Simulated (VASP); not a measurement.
Wanted: the native input for a VASP 6.6.1 run.

- Task: single point
- Functional: PBE
- Potentials or basis: VASP PAW PBE potentials, release 64 (Nd_3, Ge_d, B), 4f in core
- Cutoff: 500 eV
- k mesh: 6 × 6 × 4
- Occupations: gaussian, width 0.1 eV
- Spin: no spin polarisation
- Dipole correction: no
- Further INCAR settings: ALGO = Normal; EDIFF = 1e-06; NBANDS = 28

The structure of Nd2GeB lies in POSCAR:

```
Nd2GeB
1.0
    5.3238602402      0.0000000030      0.0000000000
   -2.6619301227      4.6105982127      0.0000000000
    0.0000000000      0.0000000000      3.9570196255
Nd Ge B
2 1 1
Direct
    0.3333333333      0.6666666667      0.0000000000
    0.6666666667      0.3333333333      0.0000000000
    0.0000000000      0.0000000000      0.0000000000
    0.0000000000      0.0000000000      0.5000000000
```

The cell was generated, and may not be a known phase.

One way to write it, as run:

INCAR

```
ALGO = Normal
EDIFF = 1E-6
ENCUT = 500
GGA = PE
GGA_COMPAT = F
ISIF = 2
ISMEAR = 0
LASPH = T
LCHARG = F
LMAXMIX = 6
LREAL = F
LWAVE = F
NBANDS = 28
NELM = 200
PREC = Accurate
SIGMA = 0.1
```

KPOINTS

```
k-points
0
Gamma
  6 6 4
```

Potentials or basis: VASP PAW PBE potentials, release 64 (Nd_3, Ge_d, B), 4f in core.

Command:

```sh
$ cat potpaw_PBE.64/Nd_3/POTCAR potpaw_PBE.64/Ge_d/POTCAR potpaw_PBE.64/B/POTCAR > POTCAR
$ mpirun -np 1 vasp_std > vasp.out
```

It gave:

```yaml
Pressure: 0.3 GPa
Band_gap_on_the_k_mesh: zero (an odd number of electrons rules out a gap without spin polarisation)
```

Caveat: the k points lie up to 0.40 Å⁻¹ apart, too coarse for converged energies and pressures of a metal; spin-orbit coupling is left out, which moves the levels of the heavy elements; the 4f electrons are frozen in the core, so they carry no moment and show no levels; an odd number of electrons without spin polarisation forces a metal; a magnetic or distorted state may lie lower.

Run time: 26 s on 1 thread of Intel(R) Xeon(R) Platinum 8559C (Emerald Rapids) (shared host), peak memory 0.24 GiB.
